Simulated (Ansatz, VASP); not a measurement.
## One calculation of BaTiO3, two programs

```xyz
5
Lattice="4.0060 0.0000 0.0000 0.0000 4.0060 0.0000 0.0000 0.0000 4.0861" Properties=species:S:1:pos:R:3 pbc="T T T"
Ba    2.0030    2.0030    2.0431
Ti    0.0000    0.0000    0.0000
O     2.0030    0.0000    0.0000
O     0.0000    2.0030    0.0000
O     0.0000    0.0000    2.0431
```

Change from the starting cell: z stretched by +2 %, ions relaxed.

Alike in both runs: functional PBE; k mesh 8 × 8 × 8; occupations fermi-dirac, width 0.02 eV; no spin polarisation.

Ansatz relaxed the structure, and its values are those at the end. VASP's run is a single point on that final structure, the one shown.

```csv
,VASP,Ansatz
version,VASP 6.6.1,Ansatz 0.2.0
potentials or method,"VASP PAW PBE potentials, release 64 (Ba_sv, Ti_sv, O)","plane-wave PAW, scalar-relativistic"
plane-wave cutoff (eV),520,420
valence electrons in the cell,40,40
```

```tsv
	VASP	Ansatz	Ansatz less VASP
gap on the k mesh at the Fermi level (eV)	1.66	1.72	+0.061
pressure (GPa)	0.2	-1.5	-1.66
```

The functional is the same, so the differences come from potentials, cutoffs and numerics. Ansatz's warnings: stress scf threshold loose.

Neither program's run includes spin-orbit coupling.
